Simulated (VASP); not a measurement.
# F (Fd-3m) in VASP: a series of runs

F is run at these levels: PBE; tasks: single point, relaxation of cell and atoms.

Everything below comes from runs of VASP 6.6.1. Logs are shortened: lines on timing, memory, paths and dates and some standing lists are left out, and cuts for length are marked.

## (1) The cell of the first run

The structure is cubic, space group Fd-3m (No. 227). The conventional cell has a = 4.208 Å, b = 4.208 Å, c = 4.208 Å, α = 90.00°, β = 90.00°, γ = 90.00°. Within 2.4 Å of F (site symmetry -43m) lie 4 F at 1.82 Å.

## (2) Single point, PBE

The input, INCAR:

```
PREC = Accurate
ENCUT = 520
EDIFF = 1E-7
ISMEAR = -1
SIGMA = 0.08
LREAL = False
LASPH = True
NELM = 100
ALGO = Normal
ISIF = 2
LWAVE = False
LCHARG = False
GGA = PE
NBANDS = 14
```

The input, KPOINTS:

```
regular mesh
0
Gamma
  15 15 15
```

The input, POSCAR:

```
F
1.0
    0.0000000000      2.1038616745      2.1038616745
    2.1038616745      0.0000000000      2.1038616745
    2.1038616745      2.1038616745      0.0000000000
F
2
Direct
   -0.1250000000     -0.1250000000     -0.1250000000
    0.1250000000      0.1250000000      0.1250000000
```

Potentials or basis: VASP PAW PBE potentials, release 64 (F).

Command:

```sh
$ cat potpaw_PBE.64/F/POTCAR > POTCAR
$ mpirun -np 1 vasp_std > vasp.out
```

OUTCAR:

```text
PREC = Accurate
   ENCUT = 520
   EDIFF = 1E-7
   ISMEAR = -1
   LREAL = False
   LASPH = True
   NELM = 100
   ISIF = 2
   GGA = PE

 ion  position               nearest neighbor table
   1  0.875  0.875  0.875-   2 1.82   2 1.82   2 1.82   2 1.82
   2  0.125  0.125  0.125-   1 1.82   1 1.82   1 1.82   1 1.82

  LATTYP: Found a face centered cubic cell.
 ALAT       =     4.2077233490

  Lattice vectors:

 A1 = (   0.0000000000,   2.1038616745,   2.1038616745)
 A2 = (   2.1038616745,   0.0000000000,   2.1038616745)
 A3 = (   2.1038616745,   2.1038616745,   0.0000000000)

Analysis of symmetry for initial positions (statically):
=====================================================================
 Subroutine PRICEL returns:
 Original cell was already a primitive cell.

 Routine SETGRP: Setting up the symmetry group for a
 face centered cubic supercell.

 Subroutine GETGRP returns: Found 48 space group operations
 (whereof 12 operations were pure point group operations)
 out of a pool of 48 trial point group operations.

The static configuration has the point symmetry D_3d.
 The point group associated with its full space group is O_h .

Analysis of symmetry for dynamics (positions and initial velocities):
=====================================================================
 Subroutine PRICEL returns:
 Original cell was already a primitive cell.

 Routine SETGRP: Setting up the symmetry group for a
 face centered cubic supercell.

 Subroutine GETGRP returns: Found 48 space group operations
 (whereof 12 operations were pure point group operations)
 out of a pool of 48 trial point group operations.

The dynamic configuration has the point symmetry D_3d.
 The point group associated with its full space group is O_h .

 Subroutine INISYM returns: Found 48 space group operations
 (whereof 12 operations are pure point group operations),
 and found     1 'primitive' translations

----------------------------------------------------------------------------------------

                                     Primitive cell

  volume of cell :      18.6244

  direct lattice vectors                    reciprocal lattice vectors
     0.000000000  2.103861675  2.103861675    -0.237658210  0.237658210  0.237658210
     2.103861675  0.000000000  2.103861675     0.237658210 -0.237658210  0.237658210
     2.103861675  2.103861675  0.000000000     0.237658210  0.237658210 -0.237658210

  length of vectors
     2.975309713  2.975309713  2.975309713     0.411636095  0.411636095  0.411636095

  position of ions in fractional coordinates (direct lattice)
     0.875000000  0.875000000  0.875000000
     0.125000000  0.125000000  0.125000000

  ion indices of the primitive-cell ions
   primitive index   ion index
                 1           1
                 2           2

----------------------------------------------------------------------------------------

 KPOINTS: regular mesh

Automatic generation of k-mesh.
 Grid dimensions read from file:
 generate k-points for:   15   15   15

 Generating k-lattice:

  Cartesian coordinates                     Fractional coordinates (reciprocal lattice)
    -0.015843881  0.015843881  0.015843881     0.066666667  0.000000000  0.000000000
     0.015843881 -0.015843881  0.015843881     0.000000000  0.066666667  0.000000000
     0.015843881  0.015843881 -0.015843881     0.000000000  0.000000000  0.066666667

  Length of vectors
     0.027442406  0.027442406  0.027442406

  Shift w.r.t. Gamma in fractional coordinates (k-lattice)
     0.000000000  0.000000000  0.000000000

 Subroutine IBZKPT returns following result:
 ===========================================

 Found    120 irreducible k-points:

 Following reciprocal coordinates:
            Coordinates               Weight
  0.000000  0.000000  0.000000      1.000000
  0.066667  0.000000  0.000000      8.000000
  0.133333  0.000000  0.000000      8.000000
  0.200000  0.000000  0.000000      8.000000
  0.266667  0.000000  0.000000      8.000000
  0.333333  0.000000  0.000000      8.000000
[... 16 lines left out ...]
  0.133333  0.133333  0.000000      6.000000
  0.200000  0.133333  0.000000     24.000000
 [... further k-points ...]
   k-points           NKPTS =    120   k-points in BZ     NKDIM =    120   number of bands    NBANDS=     14
   number of dos      NEDOS =    301   number of ions     NIONS =      2
   total plane-waves  NPLWV =  13824
   dimension x,y,z NGX =    24 NGY =   24 NGZ =   24
   dimension x,y,z NGXF=    48 NGYF=   48 NGZF=   48
   ions per type =               2
   NGX,Y,Z   is equivalent  to a cutoff of  13.41, 13.41, 13.41 a.u.
   NGXF,Y,Z  is equivalent  to a cutoff of  26.82, 26.82, 26.82 a.u.
 SYSTEM =  unknown system
   PREC   = accura    normal or accurate (medium, high low for compatibility)
   ISTART =      0    job   : 0-new  1-cont  2-samecut
   ICHARG =      2    charge: 1-file 2-atom 10-const
   ISPIN  =      1    spin polarized calculation?
   LNONCOLLINEAR =      F non collinear calculations
   LSORBIT =      F    spin-orbit coupling
   LASPH  =      T    aspherical Exc in radial PAW
   ENCUT  =  520.0 eV  38.22 Ry    6.18 a.u.   5.53  5.53  5.53*2*pi/ulx,y,z
   NELM   =    100;   NELMIN=  2; NELMDL= -5     # of ELM steps
   EDIFF  = 0.1E-06   stopping-criterion for ELM
   LREAL  =      F    real-space projection
   EDIFFG = 0.1E-05   stopping-criterion for IOM
   NSW    =      0    number of steps for IOM
   IBRION =     -1    ionic relax: 0-MD 1-quasi-New 2-CG
   NFREE  =      0    steps in history (QN), initial steepest desc. (CG)
   ISIF   =      2    stress and relaxation
   ISYM   =      2    0-nonsym 1-usesym 2-fastsym
   POTIM  = 0.5000    time-step for ionic-motion
   TEBEG  =    0.0;   TEEND  =   0.0 temperature during run
   PSTRESS=    0.0 pullay stress
   NELECT =      14.0000    total number of electrons
   NUPDOWN=      -1.0000    fix difference up-down
   EMIN   =  10.00;   EMAX   =-10.00  energy-range for DOS
   EFERMI =   0.00;   METHOD = LEGACY
   ISMEAR =    -1;   SIGMA  =   0.08  broadening in eV -4-tet -1-fermi 0-gaus
   EFERMI_NEDOS =   21; number of points for ismear=-14 and -15
   IALGO  =     38    algorithm
   IMIX   =      4    mixing-type and parameters
     AMIX     =   0.40;   BMIX     =  1.00
     AMIX_MAG =   1.60;   BMIX_MAG =  1.00
  volume/ion in A,a.u.               =       9.31        62.84
  Fermi-wavevector in a.u.,A,eV,Ry     =   1.488528  2.812910 30.146639  2.215715
  Thomas-Fermi vector in A             =   2.601551
   LORBIT       =      0    0 simple, 1 ext, 2 COOP (PROOUT), +10 PAW based schemes
   GGA     = PE    functional components
   LHFCALC =     F    Hartree Fock is set to
   AEXX    =    0.0000 exact exchange contribution
   IVDW    =     0    specifies the selected vdW correction
   LEPSILON=     F    determine dielectric tensor
   LRPA    =     F    only Hartree local field effects (RPA)
 non-spin polarized calculation
  energy-cutoff  :      520.00
  volume of cell :       18.62
 maximum number of plane-waves:       531
 NGX is ok and might be reduce to    24
   NGX = 11   NGY = 11   NGZ = 11

 number of electron      14.0000018 magnetization

 Free energy of the ion-electron system (eV)
  ---------------------------------------------------
  ext. energy  EPLUGINS =         0.00000000
  ---------------------------------------------------
  free energy    TOTEN  =        -0.84528361 eV

  energy without entropy =       -0.77567128  energy(sigma->0) =       -0.81047745

 E-fermi :  -0.5778     XC(G=0): -10.2608

 val. band max:       -0.5811918572   @ k =  -0.4667   0.2667   0.0667
 cond. band min:      -0.5719495898   @ k =  -0.2667   0.3333   0.1333
 fundamental gap:      0.0092422674
 Fermi energy:        -0.5778411711

 k-point     1 :       0.0000    0.0000    0.0000
  band No.  band energies     occupation
      1     -26.0983      2.00000
      2     -19.4555      2.00000
      3      -5.1034      2.00000
      4      -5.1034      2.00000
      5      -5.1034      2.00000
      6      -2.0724      2.00000
      7      -2.0724      2.00000
      8      -2.0724      2.00000
      9       9.9082      0.00000
     10      26.5087      0.00000
     11      26.5087      0.00000
     12      26.5087      0.00000
     13      27.5244      0.00000
     14      27.5244      0.00000

 k-point     2 :       0.0667    0.0000    0.0000
  band No.  band energies     occupation
      1     -26.0511      2.00000
      2     -19.5254      2.00000
      3      -5.1585      2.00000
      4      -5.1532      2.00000
      5      -5.1532      2.00000
      6      -2.0415      2.00000
      7      -2.0178      2.00000
      8      -2.0178      2.00000
      9      10.0668      0.00000
     10      25.6361      0.00000
     11      25.7012      0.00000
     12      25.7012      0.00000
     13      28.4645      0.00000
     14      28.4645      0.00000

 k-point     3 :       0.1333    0.0000    0.0000
  band No.  band energies     occupation
      1     -25.9121      2.00000
      2     -19.7267      2.00000
      3      -5.3243      2.00000
      4      -5.2847      2.00000
      5      -5.2847      2.00000
      6      -1.9326      2.00000
      7      -1.8729      2.00000
      8      -1.8729      2.00000
      9      10.5110      0.00000
     10      24.0600      0.00000
     11      24.7292      0.00000
     12      24.7292      0.00000
     13      29.5276      0.00000
     14      29.5277      0.00000
[... 324 lines left out ...]
 k-point    23 :       0.1333    0.1333    0.0000
  band No.  band energies     occupation
      1     -25.8481      2.00000
      2     -19.8177      2.00000
      3      -5.5436      2.00000
      4      -5.5436      2.00000
      5      -4.8891      2.00000
      6      -2.3904      2.00000
      7      -1.6107      2.00000
      8      -1.6107      2.00000
      9      10.7046      0.00000
     10      21.9438      0.00000
     11      26.2063      0.00000
     12      26.2063      0.00000
     13      28.1199      0.00000
     14      29.0202      0.00000

 k-point    24 :       0.2000    0.1333    0.0000
  band No.  band energies     occupation
      1     -25.6818      2.00000
      2     -20.0501      2.00000
      3      -5.7771      2.00000
      4      -5.7332      2.00000
      5      -4.8364      2.00000
      6      -2.4560      2.00000
      7      -1.4072      1.99994
      8      -1.3963      1.99993
      9      11.1777      0.00000
     10      20.8336      0.00000
     11      25.5351      0.00000
     12      25.6581      0.00000
     13      28.8831      0.00000
     14      28.9036      0.00000

 [... further k-points ...]

------------------------ aborting loop because EDIFF is reached ----------------------------------------

  FORCE on cell =-STRESS in cart. coord.  units (eV):
  Direction    XX          YY          ZZ          XY          YZ          ZX
  --------------------------------------------------------------------------------------
  -------------------------------------------------------------------------------------
  Total        6.0986057      6.0986057      6.0986057      0.0000000      0.0000000     -0.0000000
  in kB      524.6378180    524.6378180    524.6378180      0.0000000      0.0000000     -0.0000000
  external PRESSURE =     524.6378180 kB  Pullay stress =       0.0000000 kB

 VOLUME and BASIS-vectors are now :
 -----------------------------------------------------------------------------
  energy-cutoff  :      520.00
  volume of cell :       18.62
      direct lattice vectors                 reciprocal lattice vectors
     0.000000000  2.103861675  2.103861675    -0.237658210  0.237658210  0.237658210
     2.103861675  0.000000000  2.103861675     0.237658210 -0.237658210  0.237658210
     2.103861675  2.103861675  0.000000000     0.237658210  0.237658210 -0.237658210

 POSITION                                       TOTAL-FORCE (eV/Angst)
 -----------------------------------------------------------------------------------
      3.68176      3.68176      3.68176        -0.000000      0.000000     -0.000000
      0.52597      0.52597      0.52597         0.000000     -0.000000      0.000000
 -----------------------------------------------------------------------------------
    total drift:                                0.000000      0.000000      0.000000

  FREE ENERGIE OF THE ION-ELECTRON SYSTEM (eV)
  ---------------------------------------------------
  free  energy   TOTEN  =        -0.8452836078 eV

  energy  without entropy=       -0.7756712834  energy(sigma->0) =       -0.81047745
```

It took 27 s on 1 thread of Intel Xeon 8259CL, shared host; peak memory 0.14 GiB.

What came out:

```
Free energy            : -0.8453 eV
Pressure               : 52.5 GPa
Band gap on the k mesh : zero (bands 7 and 8 overlap by 2.02 eV)
```

Levels at points of the mesh, in eV from the Fermi level:
| k point | band 3 | band 4 | band 5 | band 6 | band 7 | band 8 | band 9 | band 10 | band 11 | band 12 |
| --- | --- | --- | --- | --- | --- | --- | --- | --- | --- | --- |
| (0.00, 0.00, 0.00) | -4.53 | -4.53 | -4.53 | -1.49 | -1.49 | -1.49 | 10.49 | 27.09 | 27.09 | 27.09 |

Caveat: the cell stands under pressure.

## (3) Relaxation of cell and atoms, PBE, target pressure 53 GPa, at which the enthalpy is minimised

The input, INCAR:

```
SYSTEM = F
PREC     = Accurate       ! precision mode
ENCUT    = 600            ! plane-wave cutoff, eV
EDIFF    = 1E-7           ! SCF threshold, eV
ISMEAR   = -1             ! smearing method
SIGMA    = 0.08           ! smearing width, eV
LREAL    = .False.        ! projectors in reciprocal space
LASPH    = .True.         ! aspherical terms in the spheres
NELM     = 60             ! most SCF steps
ALGO     = Normal         ! electronic algorithm
ISIF     = 3              ! what is computed and relaxed
LWAVE    = .False.        ! write WAVECAR
LCHARG   = .False.        ! write CHGCAR
GGA      = PE             ! functional
IBRION   = 2              ! ionic algorithm
NSW      = 32             ! ionic steps
EDIFFG   = -0.005         ! ionic threshold
PSTRESS  = 530.0
```

The input, KPOINTS:

```
Automatic mesh
0
Gamma
  15 15 15
  0 0 0
```

POSCAR is that of step 2.

Potentials or basis: VASP PAW PBE potentials, release 64 (F).

Command:

```sh
$ cat potpaw_PBE.64/F/POTCAR > POTCAR
$ mpirun -np 1 vasp_std > vasp.out
```

OUTCAR:

```text
SYSTEM = F
   PREC = Accurate
   ENCUT = 600
   EDIFF = 1E-7
   ISMEAR = -1
   LREAL = .False.
   LASPH = .True.
   NELM = 60
   ISIF = 3
   GGA = PE
   IBRION = 2
   NSW = 32
   EDIFFG = -0.005
   PSTRESS = 530.0

 ion  position               nearest neighbor table
   1  0.875  0.875  0.875-   2 1.82   2 1.82   2 1.82   2 1.82
   2  0.125  0.125  0.125-   1 1.82   1 1.82   1 1.82   1 1.82

  LATTYP: Found a face centered cubic cell.
 ALAT       =     4.2077233490

  Lattice vectors:

 A1 = (   0.0000000000,   2.1038616745,   2.1038616745)
 A2 = (   2.1038616745,   0.0000000000,   2.1038616745)
 A3 = (   2.1038616745,   2.1038616745,   0.0000000000)

Analysis of symmetry for initial positions (statically):
[... 265 lines left out ...]
 fundamental gap:      0.0091537597
 Fermi energy:        -0.5545283277

 k-point     1 :       0.0000    0.0000    0.0000
  band No.  band energies     occupation
      1     -26.0963      2.00000
      2     -19.4289      2.00000
      3      -5.0930      2.00000
      4      -5.0929      2.00000
      5      -5.0929      2.00000
      6      -2.0539      2.00000
      7      -2.0539      2.00000
      8      -2.0539      2.00000
      9       9.9373      0.00000
     10      26.5470      0.00000
     11      26.5470      0.00000
[... 309 lines left out ...]
 k-point    24 :       0.2000    0.1333    0.0000
  band No.  band energies     occupation
      1     -25.6791      2.00000
      2     -20.0273      2.00000
      3      -5.7685      2.00000
      4      -5.7244      2.00000
      5      -4.8238      2.00000
      6      -2.4383      2.00000
      7      -1.3866      1.99994
      8      -1.3756      1.99993
      9      11.2072      0.00000
     10      20.8638      0.00000
     11      25.5734      0.00000

 [... further k-points ...]

------------------------ aborting loop because EDIFF is reached ----------------------------------------

  FORCE on cell =-STRESS in cart. coord.  units (eV):
  Direction    XX          YY          ZZ          XY          YZ          ZX
  --------------------------------------------------------------------------------------
  -------------------------------------------------------------------------------------
  Total        6.1479516      6.1479516      6.1479516      0.0000000     -0.0000000      0.0000000
  in kB      530.0081732    530.0081732    530.0081732      0.0000000     -0.0000000      0.0000000
  external PRESSURE =       0.0081732 kB  Pullay stress =     530.0000000 kB
[... 21 lines left out ...]
  energy  without entropy=       -0.7650161038  energy(sigma->0) =       -0.79973290

  enthalpy is  TOTEN    =         5.3134070520 eV   P V=        6.1478567459

 reached required accuracy - stopping structural energy minimisation
```

OSZICAR:

```text
N       E                     dE             d eps       ncg     rms          rms(c)
DAV:   1     0.749555842805E+02    0.74956E+02   -0.98184E+03  2712   0.142E+03
DAV:   2     0.146144282516E+01   -0.73494E+02   -0.70718E+02  3219   0.287E+02
DAV:   3    -0.871177067954E+00   -0.23326E+01   -0.22405E+01  2895   0.476E+01
DAV:   4    -0.881838799402E+00   -0.10662E-01   -0.10660E-01  3039   0.369E+00
[... 19 lines left out ...]
DAV:   2    -0.834495882546E+00    0.47614E-03   -0.92445E-04  2826   0.343E-01    0.570E-02
DAV:   3    -0.834452149415E+00    0.43733E-04   -0.14343E-04  2748   0.137E-01    0.818E-03
DAV:   4    -0.834449906137E+00    0.22433E-05   -0.24578E-06  2922   0.223E-02    0.166E-03
DAV:   5    -0.834449771247E+00    0.13489E-06   -0.10950E-07  1997   0.347E-03    0.328E-04
DAV:   6    -0.834449693959E+00    0.77288E-07   -0.11679E-08  1713   0.150E-03
   3 F= 0.53134071E+01 E0= 0.53481238E+01  d E =-.642929E-04
```

CONTCAR:

```text
F
   1.00000000000000
    -0.0000000000000000    2.1023716204791745    2.1023716204791745
     2.1023716204791745    0.0000000000000000    2.1023716204791745
     2.1023716204791745    2.1023716204791745   -0.0000000000000000
  F
     2
Direct
     0.8750000000000000    0.8750000000000000    0.8750000000000000
     0.1250000000000000    0.1250000000000000    0.1250000000000000

  0.00000000E+00  0.00000000E+00  0.00000000E+00
  0.00000000E+00  0.00000000E+00  0.00000000E+00
```

Wall time 56 s (1 thread of Intel Xeon 8259CL, shared host); peak memory 0.15 GiB.

What came out:

```
Free energy                                                : -0.8344 eV
Relaxed volume                                             : 9.29 Å³/atom
Relaxed cell                                               : a = 2.973 Å, b = 2.973 Å, c = 2.973 Å, α = 60.00°, β = 60.00°, γ = 60.00°
Space group after relaxing (to 0.1 Å)                      : Fd-3m (No. 227)
Energy change on relaxing (the run minimises the enthalpy) : +6.5 meV/atom
Ionic steps                                                : 3
Pressure after relaxing                                    : 53.0 GPa
Band gap on the k mesh                                     : zero (bands 7 and 8 overlap by 2.03 eV)
```

Step by step:
```
step  energy change (eV)  largest force (eV/Å)  pressure (GPa)  volume (Å³)
   1              0.0000                0.0000           52.49        18.62
   2              0.0266                0.0000           53.55        18.54
   3              0.0130                0.0000           53.00        18.58
```

Final structure:
```cif
data_structure
_symmetry_space_group_name_H-M 'P 1'
_symmetry_Int_Tables_number 1
_cell_length_a 2.9732
_cell_length_b 2.9732
_cell_length_c 2.9732
_cell_angle_alpha 60.000
_cell_angle_beta 60.000
_cell_angle_gamma 60.000
_cell_volume 18.58
loop_
_atom_site_label
_atom_site_type_symbol
_atom_site_fract_x
_atom_site_fract_y
_atom_site_fract_z
_atom_site_occupancy
F1 F 0.87500 0.87500 0.87500 1
F2 F 0.12500 0.12500 0.12500 1
```

Caveat: the cell is relaxed towards a set pressure, so the run minimises the enthalpy, not the energy.
